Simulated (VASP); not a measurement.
Wanted: the native input for a VASP 6.6.1 run.

| Item | Value |
| --- | --- |
| Task | density of states |
| Functional | PBE |
| Potentials or basis | VASP PAW PBE potentials, release 64 (Pb_d) |
| Cutoff | 520 eV |
| k mesh | 8 × 8 × 8 |
| Occupations | fermi-dirac, width 0.05 eV |
| Spin | no spin polarisation |
| Dipole correction | no |
| k mesh for the DOS | 12 × 12 × 12 |
| Occupations for the DOS | tetrahedron |
| Further INCAR settings | ALGO = Normal; EDIFF = 1e-07; NBANDS = 21 |

The system is Pb.

```
Pb
1.0
     0.00000    3.43900    3.43900
     3.43900    0.00000    3.43900
     3.43900    3.43900    0.00000
Pb
2
Cartesian
  0.0000 0.0000 0.0000
  1.7195 1.7195 1.7195
```

These files were run (other wordings do the same):

POSCAR

```
Pb
1.0
    0.0000000000      3.4390000555      3.4390000555
    3.4390000555      0.0000000000      3.4390000555
    3.4390000555      3.4390000555      0.0000000000
Pb
2
Direct
    0.0000000000      0.0000000000      0.0000000000
    0.2500000000      0.2500000000      0.2500000000
```

INCAR.step1

```
SYSTEM = Pb
  ALGO = Normal
  EDIFF = 1E-7
  ENCUT = 520
  GGA = PE
  ISIF = 2
  ISMEAR = -1
  LASPH = .TRUE.
  LCHARG = .TRUE.
  LREAL = .FALSE.
  LWAVE = .FALSE.
  NBANDS = 21
  NELM = 100
  PREC = Accurate
  SIGMA = 0.05
```

KPOINTS.step1

```
k-points
0
G
  8 8 8
  0 0 0
```

INCAR.step2

```
SYSTEM = Pb
  ALGO = Normal
  EDIFF = 1E-7
  ENCUT = 520
  GGA = PE
  ICHARG = 11
  ISIF = 2
  ISMEAR = -5
  LASPH = .TRUE.
  LCHARG = .FALSE.
  LORBIT = 10
  LREAL = .FALSE.
  LWAVE = .FALSE.
  NBANDS = 21
  NEDOS = 1001
  NELM = 100
  PREC = Accurate
  SIGMA = 0.05
```

KPOINTS.step2

```
k-points
0
G
  12 12 12
  0 0 0
```

Potentials or basis: VASP PAW PBE potentials, release 64 (Pb_d).

Launch:

```bash
$ cat potpaw_PBE.64/Pb_d/POTCAR > POTCAR
$ cp INCAR.step1 INCAR
$ cp KPOINTS.step1 KPOINTS
$ mpirun -np 1 vasp_std > vasp.out
$ cp INCAR.step2 INCAR
$ cp KPOINTS.step2 KPOINTS
$ mpirun -np 1 vasp_std > vasp.out
```

It gave:

```
Valence electrons inside the program's atomic spheres : Pb 12.05
```

Caveat: spin-orbit coupling is left out, which moves the levels of the heavy elements.

Wall time 42 s on 1 thread of Intel(R) Xeon(R) 6975P-C (Granite Rapids) (shared host), peak memory 0.24 GiB.
